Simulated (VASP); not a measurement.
The system is Au.

```xyz
2
Lattice="0.0000 2.8000 2.8000 2.8000 0.0000 2.8000 2.8000 2.8000 0.0000" Properties=species:S:1:pos:R:3 pbc="T T T"
Au    0.0000    0.0000    0.0000
Au    1.4000    1.4000    1.4000
```

```yaml
Program: VASP 6.6.1
Task: relaxation of cell and atoms
Functional: PBE
Potentials_or_basis: VASP PAW PBE potentials, release 64 (Au)
Cutoff: 600 eV
k_mesh: 8 × 8 × 8
Occupations: gaussian, width 0.1 eV
Spin: no spin polarisation
```

At the start: pressure 34.3 GPa; volume 21.95 Å³/atom.

Question: Where does the relaxation end?

Answer: Over 5 steps the energy falls by 559.7 meV/atom and the volume is 29.14 Å³/atom (+32.8 %); space group Fd-3m (No. 227, to 0.05 Å).

Step by step:
| step | energy change (eV) | largest force (eV/Å) | pressure (GPa) | volume (Å³) |
| --- | --- | --- | --- | --- |
| 1 | 0.0000 | 0.0000 | 34.28 | 43.90 |
| 2 | -0.4405 | 0.0000 | -6.66 | 81.02 |
| 3 | -1.1175 | 0.0000 | -0.70 | 59.11 |
| 4 | -1.1189 | 0.0000 | -0.32 | 58.67 |
| 5 | -1.1193 | 0.0000 | 0.00 | 58.29 |

Final structure:
```xyz
2
Lattice="0.0000 3.0774 3.0774 3.0774 0.0000 3.0774 3.0774 3.0774 0.0000" Properties=species:S:1:pos:R:3 pbc="T T T"
Au    0.0000    0.0000    0.0000
Au    1.5387    1.5387    1.5387
```

Caveat: the volume moved by over 15 % at a fixed basis, so the end points are rough.
